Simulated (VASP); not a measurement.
**Ag: single point with PBE**

Crystal: Ag.

```xyz
2
Lattice="2.9300 0.0000 0.0000 -1.4650 2.5375 0.0000 0.0000 0.0000 4.9337" Properties=species:S:1:pos:R:3 pbc="T T T"
Ag    0.0000    1.6916    1.2334
Ag    1.4650    0.8458    3.7003
```

This isn't the form of Ag at room conditions, which is fcc.

This cell differs from its parent crystal: z stretched by +3 %, then relaxed in part.

| Item | Value |
| --- | --- |
| Program | VASP 6.6.1 |
| Task | single point |
| Functional | PBE |
| Potentials or basis | VASP PAW PBE potentials, release 64 (Ag) |
| Cutoff | 520 eV |
| k mesh | 18 × 18 × 10 |
| Occupations | fermi-dirac, width 0.05 eV |
| Spin | no spin polarisation |
| Dipole correction | no |
| Further INCAR settings | ALGO = Normal; EDIFF = 1e-06; NBANDS = 18 |

```
Pressure               : -2.1 GPa
Band gap on the k mesh : zero (bands 11 and 12 overlap by 7.39 eV)
```

Stress tensor (GPa, compression positive):
```
-1.42  0.00  0.00
 0.00 -1.42  0.00
 0.00  0.00 -3.46
```

Levels at points of the mesh, in eV from the Fermi level:
| k point | band 7 | band 8 | band 9 | band 10 | band 11 | band 12 | band 13 | band 14 | band 15 | band 16 |
| --- | --- | --- | --- | --- | --- | --- | --- | --- | --- | --- |
| (0.00, 0.00, 0.00) | -4.29 | -3.86 | -3.86 | -3.07 | -3.07 | -0.40 | 2.83 | 15.67 | 16.66 | 17.63 |
| (0.50, 0.00, 0.00) | -3.60 | -2.95 | -2.88 | -2.78 | 0.22 | 1.52 | 6.40 | 6.73 | 8.59 | 9.79 |
| (0.00, 0.00, 0.50) | -4.33 | -4.33 | -3.34 | -3.34 | -3.34 | -3.34 | 9.98 | 9.98 | 16.01 | 16.01 |
| (0.50, 0.00, 0.50) | -3.10 | -3.10 | -2.82 | -2.82 | 0.89 | 0.89 | 4.26 | 4.26 | 13.27 | 13.27 |

Run time: 33 s on 1 thread of Intel(R) Xeon(R) 6975P-C (Granite Rapids), on a shared host, peak memory 0.25 GiB.

Caveat: the cell differs from its parent crystal (z stretched by +3 %, then relaxed in part).
